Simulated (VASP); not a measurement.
# MgO (P6_3mc) in VASP: a series of runs

Runs on MgO. Level: PBE. Tasks: single point, relaxation of cell and atoms.

Program: VASP 6.6.1. These are calculated values, not measurements. Logs are shortened: lines on timing, memory, paths and dates and some standing lists are left out, and cuts for length are marked.

## 1. The cell of the first run

The structure is hexagonal, space group P6_3mc (No. 186). The conventional cell has a = 3.314 Å, b = 3.314 Å, c = 5.124 Å, α = 90.00°, β = 90.00°, γ = 120.00°. Within 2.6 Å of Mg (site symmetry 3m) lie 4 O at 1.99 to 2.01 Å. Within 2.6 Å of O (site symmetry 3m) lie 4 Mg at 1.99 to 2.01 Å.

## 2. Single point, PBE

Input file INCAR:

```
SYSTEM = MgO
  PREC = Accurate
  ENCUT = 520
  EDIFF = 1E-6
  ISMEAR = 0
  SIGMA = 0.02
  LREAL = .FALSE.
  LASPH = .TRUE.
  NELM = 80
  ALGO = Normal
  ISIF = 2
  LWAVE = .FALSE.
  LCHARG = .FALSE.
  GGA = PE
  NBANDS = 16
```

Input file KPOINTS:

```
Automatic mesh
0
G
  12 12 4
  0 0 0
```

Input file POSCAR:

```
MgO
1.0
    3.3137906492      0.0000002971      0.0000000000
   -1.6568955819      2.8698267365      0.0000000000
    0.0000000000      0.0000000000      5.1237549921
Mg O
2 2
Direct
    0.0000000000      0.0000000000     -0.0083388382
    0.3333333333      0.6666666667      0.4916611618
    0.0000000000      0.0000000000      0.3833388382
    0.3333333333      0.6666666667      0.8833388382
```

Potentials or basis: VASP PAW PBE potentials, release 64 (Mg, O).

The run is started by

```sh
cat potpaw_PBE.64/Mg/POTCAR potpaw_PBE.64/O/POTCAR > POTCAR
mpirun -np 1 vasp_std > vasp.out
```

OUTCAR:

```text
SYSTEM = MgO
   PREC = Accurate
   ENCUT = 520
   EDIFF = 1E-6
   ISMEAR = 0
   LREAL = .FALSE.
   LASPH = .TRUE.
   NELM = 80
   ISIF = 2
   GGA = PE

 ion  position               nearest neighbor table
   1  0.000  0.000  0.992-   4 1.99   4 1.99   4 1.99   3 2.01   2 3.20   2 3.20   2 3.20   2 3.20
                             2 3.20   2 3.20
   2  0.333  0.667  0.492-   3 1.99   3 1.99   3 1.99   4 2.01   1 3.20   1 3.20   1 3.20   1 3.20
                             1 3.20   1 3.20
   3  0.000  0.000  0.383-   2 1.99   2 1.99   2 1.99   1 2.01
   4  0.333  0.667  0.883-   1 1.99   1 1.99   1 1.99   2 2.01

  LATTYP: Found a hexagonal cell.
 ALAT       =     3.3137906492
 C/A-ratio  =     1.5461915174

  Lattice vectors:

 A1 = (   3.3137906492,   0.0000002971,   0.0000000000)
 A2 = (  -1.6568955819,   2.8698267365,   0.0000000000)
 A3 = (   0.0000000000,   0.0000000000,   5.1237549921)

Analysis of symmetry for initial positions (statically):
=====================================================================
 Subroutine PRICEL returns:
 Original cell was already a primitive cell.

 Routine SETGRP: Setting up the symmetry group for a
 hexagonal supercell.

 Subroutine GETGRP returns: Found 12 space group operations
 (whereof  6 operations were pure point group operations)
 out of a pool of 24 trial point group operations.

The static configuration has the point symmetry C_3v.
 The point group associated with its full space group is C_6v.

Analysis of symmetry for dynamics (positions and initial velocities):
=====================================================================
 Subroutine PRICEL returns:
 Original cell was already a primitive cell.

 Routine SETGRP: Setting up the symmetry group for a
 hexagonal supercell.

 Subroutine GETGRP returns: Found 12 space group operations
 (whereof  6 operations were pure point group operations)
 out of a pool of 24 trial point group operations.

The dynamic configuration has the point symmetry C_3v.
 The point group associated with its full space group is C_6v.

 Subroutine INISYM returns: Found 12 space group operations
 (whereof  6 operations are pure point group operations),
 and found     1 'primitive' translations

----------------------------------------------------------------------------------------

                                     Primitive cell

  volume of cell :      48.7269

  direct lattice vectors                    reciprocal lattice vectors
     3.313790649  0.000000297  0.000000000     0.301769199  0.174226564  0.000000000
    -1.656895582  2.869826736  0.000000000    -0.000000031  0.348453074  0.000000000
[... 84 lines left out ...]
   LNONCOLLINEAR =      F non collinear calculations
   LSORBIT =      F    spin-orbit coupling
   LASPH  =      T    aspherical Exc in radial PAW
   ENCUT  =  520.0 eV  38.22 Ry    6.18 a.u.   6.16  6.16  9.53*2*pi/ulx,y,z
   NELM   =     80;   NELMIN=  2; NELMDL= -5     # of ELM steps
   EDIFF  = 0.1E-05   stopping-criterion for ELM
   LREAL  =      F    real-space projection
[... 7 lines left out ...]
   TEBEG  =    0.0;   TEEND  =   0.0 temperature during run
   PSTRESS=    0.0 pullay stress
   NELECT =      16.0000    total number of electrons
   NUPDOWN=      -1.0000    fix difference up-down
   EMIN   =  10.00;   EMAX   =-10.00  energy-range for DOS
   EFERMI =   0.00;   METHOD = LEGACY
   ISMEAR =     0;   SIGMA  =   0.02  broadening in eV -4-tet -1-fermi 0-gaus
   EFERMI_NEDOS =   21; number of points for ismear=-14 and -15
   IALGO  =     38    algorithm
   IMIX   =      4    mixing-type and parameters
     AMIX     =   0.40;   BMIX     =  1.00
     AMIX_MAG =   1.60;   BMIX_MAG =  1.00
  volume/ion in A,a.u.               =      12.18        82.21
  Fermi-wavevector in a.u.,A,eV,Ry     =   1.129428  2.134309 17.355687  1.275607
  Thomas-Fermi vector in A             =   2.266121
   LORBIT       =      0    0 simple, 1 ext, 2 COOP (PROOUT), +10 PAW based schemes
   GGA     = PE    functional components
   LHFCALC =     F    Hartree Fock is set to
   AEXX    =    0.0000 exact exchange contribution
   IVDW    =     0    specifies the selected vdW correction
   LEPSILON=     F    determine dielectric tensor
   LRPA    =     F    only Hartree local field effects (RPA)
 non-spin polarized calculation
 Gauss-broadening in eV      SIGMA  =   0.02
  energy-cutoff  :      520.00
  volume of cell :       48.73
 maximum number of plane-waves:      1339
 NGX is ok and might be reduce to    28
   NGX = 13   NGY = 13   NGZ = 19

 number of electron      15.9999998 magnetization

 Free energy of the ion-electron system (eV)
  ---------------------------------------------------
  ext. energy  EPLUGINS =         0.00000000
  ---------------------------------------------------
  free energy    TOTEN  =       -23.53491937 eV

  energy without entropy =      -23.53491937  energy(sigma->0) =      -23.53491937

 E-fermi :   0.9750     XC(G=0):  -9.6059

 val. band max:        0.8814995622   @ k =   0.0000   0.0000   0.0000
 cond. band min:       4.2787455521   @ k =   0.0000   0.0000   0.0000
 fundamental gap:      3.3972459900
 Fermi energy:         0.9749866959

 k-point     1 :       0.0000    0.0000    0.0000
  band No.  band energies     occupation
      1     -15.1899      2.00000
      2     -14.4709      2.00000
      3      -2.2490      2.00000
      4       0.2861      2.00000
      5       0.2861      2.00000
      6       0.5783      2.00000
[... 433 lines left out ...]
      3      -1.8135      2.00000
      4      -1.4075      2.00000
      5      -0.5103      2.00000
      6      -0.0399      2.00000
[... 8 lines left out ...]
     15      15.4729      0.00000
     16      16.3189      0.00000

 [... further k-points ...]
[... 5 lines left out ...]
  --------------------------------------------------------------------------------------
  -------------------------------------------------------------------------------------
  Total       -0.1152146     -0.1152146     -0.1216260      0.0000000      0.0000000     -0.0000000
  in kB       -3.7883409     -3.7883409     -3.9991523      0.0000000      0.0000000     -0.0000000
  external PRESSURE =      -3.8586114 kB  Pullay stress =       0.0000000 kB

 VOLUME and BASIS-vectors are now :
 -----------------------------------------------------------------------------
  energy-cutoff  :      520.00
  volume of cell :       48.73
      direct lattice vectors                 reciprocal lattice vectors
     3.313790649  0.000000297  0.000000000     0.301769199  0.174226564  0.000000000
    -1.656895582  2.869826736  0.000000000    -0.000000031  0.348453074  0.000000000
     0.000000000  0.000000000  5.123754992     0.000000000  0.000000000  0.195169363

 POSITION                                       TOTAL-FORCE (eV/Angst)
 -----------------------------------------------------------------------------------
      0.00000      0.00000      5.08103         0.000000     -0.000000     -0.000146
     -0.00000      1.91322      2.51915        -0.000000      0.000000     -0.000146
      0.00000      0.00000      1.96413         0.000000     -0.000000      0.000146
     -0.00000      1.91322      4.52601        -0.000000      0.000000      0.000146
 -----------------------------------------------------------------------------------
    total drift:                                0.000000     -0.000000     -0.001419

  FREE ENERGIE OF THE ION-ELECTRON SYSTEM (eV)
  ---------------------------------------------------
  free  energy   TOTEN  =       -23.5349193715 eV

  energy  without entropy=      -23.5349193715  energy(sigma->0) =      -23.53491937
```

OSZICAR:

```text
N       E                     dE             d eps       ncg     rms          rms(c)
DAV:   1     0.572939367827E+02    0.57294E+02   -0.76620E+03  1888   0.876E+02
DAV:   2    -0.239054589950E+02   -0.81199E+02   -0.74738E+02  2536   0.193E+02
DAV:   3    -0.277798201230E+02   -0.38744E+01   -0.38668E+01  2096   0.431E+01
DAV:   4    -0.277961132716E+02   -0.16293E-01   -0.16293E-01  2224   0.329E+00
DAV:   5    -0.277961966243E+02   -0.83353E-04   -0.83353E-04  2136   0.225E-01    0.117E+01
DAV:   6    -0.235961945417E+02    0.42000E+01   -0.12479E+01  1824   0.262E+01    0.397E+00
DAV:   7    -0.235411999413E+02    0.54995E-01   -0.18315E-01  1824   0.342E+00    0.221E+00
DAV:   8    -0.235366235697E+02    0.45764E-02   -0.10214E-01  1896   0.346E+00    0.515E-01
DAV:   9    -0.235340957073E+02    0.25279E-02   -0.32090E-03  2312   0.520E-01    0.178E-01
DAV:  10    -0.235348946381E+02   -0.79893E-03   -0.15763E-03  1856   0.255E-01    0.289E-02
DAV:  11    -0.235349187516E+02   -0.24114E-04   -0.16667E-05  2152   0.269E-02    0.212E-02
DAV:  12    -0.235349193860E+02   -0.63434E-06   -0.10399E-05  1864   0.274E-02    0.213E-03
DAV:  13    -0.235349193715E+02    0.14437E-07   -0.38684E-07  1368   0.474E-03
   1 F= -.23534919E+02 E0= -.23534919E+02  d E =-.635275E-14
```

stdout:

```text
POSCAR found type information on POSCAR MgO
 POSCAR found :  2 types and       4 ions
 scaLAPACK will be used
 LDA part: xc-table for (Slater+PW92), standard interpolation
 POSCAR, INCAR and KPOINTS ok, starting setup
 FFT: planning ... GRIDC
 FFT: planning ... GRID_SOFT
 FFT: planning ... GRID
 WAVECAR not read
 entering main loop
```

Run time: 16 s. Hardware: 1 thread of Intel Xeon 6975P-C (Granite Rapids), shared host; peak memory 0.2 GiB.

What came out:

- Free energy: -23.5349 eV
- Pressure: -0.4 GPa
- Band gap on the k mesh: 3.40 eV

Levels at points of the mesh, in eV from the valence-band top:
```tsv
k point	band 4	band 5	band 6	band 7	band 8	band 9	band 10	band 11	band 12	band 13
(0.00, 0.00, 0.00)	-0.60	-0.60	-0.30	-0.30	0.00	3.40	8.35	10.02	14.17	14.17
(0.50, 0.00, 0.00)	-2.10	-1.62	-1.12	-0.74	-0.42	7.78	7.93	9.09	10.58	12.81
(0.00, 0.00, 0.50)	-1.93	-0.45	-0.45	-0.45	-0.45	5.84	5.84	12.88	12.88	14.64
(0.50, 0.00, 0.50)	-2.96	-0.79	-0.79	-0.66	-0.66	7.32	7.32	10.64	10.64	13.38
```

A k mesh can miss the band edges.

## 3. Relaxation of cell and atoms, PBE

This run uses another cell than the first one, of 11.80 Å³/atom.

Input file INCAR:

```
PREC = Accurate ; ENCUT = 600
EDIFF = 1E-6 ; ISMEAR = 0
SIGMA = 0.02 ; LREAL = False
LASPH = True ; NELM = 100
ALGO = Normal ; ISIF = 3
LWAVE = False ; LCHARG = False
GGA = PE ; IBRION = 2
NSW = 100 ; EDIFFG = -0.005
```

Input file KPOINTS:

```
regular mesh
0
Gamma
  12 12 4
```

Input file POSCAR:

```
MgO
1.0
    3.2200090000      0.0000000000      0.0000000000
   -1.6100050000      2.7886100000      0.0000000000
    0.0000000000      0.0000000000      5.2582530000
Mg O
2 2
Direct
    0.0000000000      0.0000000000      0.0000000000
    0.3333333300      0.6666666700      0.5000000000
    0.0000000000      0.0000000000      0.3750000000
    0.3333333300      0.6666666700      0.8750000000
```

Potentials or basis: VASP PAW PBE potentials, release 64 (Mg, O).

The run is started by

```sh
cat potpaw_PBE.64/Mg/POTCAR potpaw_PBE.64/O/POTCAR > POTCAR
mpirun -np 1 vasp_std > vasp.out
```

Wall time 67 s (1 thread of Intel Xeon 6975P-C (Granite Rapids), shared host); peak memory 0.2 GiB.

It converged, with:

```yaml
Free_energy: -23.5385 eV
Relaxed_volume: 12.12 Å³/atom
Relaxed_cell: a = 3.311 Å, b = 3.311 Å, c = 5.108 Å, α = 90.00°, β = 90.00°, γ = 120.00°
Space_group_after_relaxing_to_0.1_Å: P6_3mc (No. 186)
Energy_gained_by_relaxing: 11.6 meV/atom
Ionic_steps: 9
Pressure_after_relaxing: 0.0 GPa
Band_gap_on_the_k_mesh: 3.42 eV
```

Step by step:
```tsv
step	energy change (eV)	largest force (eV/Å)	pressure (GPa)	volume (Å³)
1	0.0000	0.1525	3.80	47.22
2	-0.0276	0.1426	-1.10	49.15
3	-0.0277	0.1439	-0.76	49.02
4	-0.0355	0.1065	-0.54	48.90
5	-0.0462	0.0276	0.03	48.53
6	-0.0465	0.0172	0.13	48.46
7	-0.0465	0.0139	0.15	48.43
8	-0.0465	0.0150	-0.18	48.56
9	-0.0466	0.0003	-0.01	48.49
```

Final structure:
```cif
data_structure
_symmetry_space_group_name_H-M 'P 1'
_symmetry_Int_Tables_number 1
_cell_length_a 3.3109
_cell_length_b 3.3109
_cell_length_c 5.1079
_cell_angle_alpha 90.000
_cell_angle_beta 90.000
_cell_angle_gamma 120.000
_cell_volume 48.49
loop_
_atom_site_label
_atom_site_type_symbol
_atom_site_fract_x
_atom_site_fract_y
_atom_site_fract_z
_atom_site_occupancy
Mg1 Mg 0.00000 0.00000 0.99134 1
Mg2 Mg 0.33333 0.66667 0.49134 1
O1 O 0.00000 0.00000 0.38366 1
O2 O 0.33333 0.66667 0.88366 1
```

Levels at points of the mesh, in eV from the valence-band top:
| k point | band 6 | band 7 | band 8 | band 9 | band 10 | band 11 |
| --- | --- | --- | --- | --- | --- | --- |
| (0.00, 0.00, 0.00) | -0.32 | -0.32 | 0.00 | 3.42 | 8.38 | 10.06 |
| (0.50, 0.00, 0.00) | -1.13 | -0.75 | -0.43 | 7.79 | 7.95 | 9.12 |
| (0.00, 0.00, 0.50) | -0.47 | -0.47 | -0.47 | 5.86 | 5.86 | 12.92 |
| (0.50, 0.00, 0.50) | -0.80 | -0.66 | -0.66 | 7.33 | 7.33 | 10.67 |
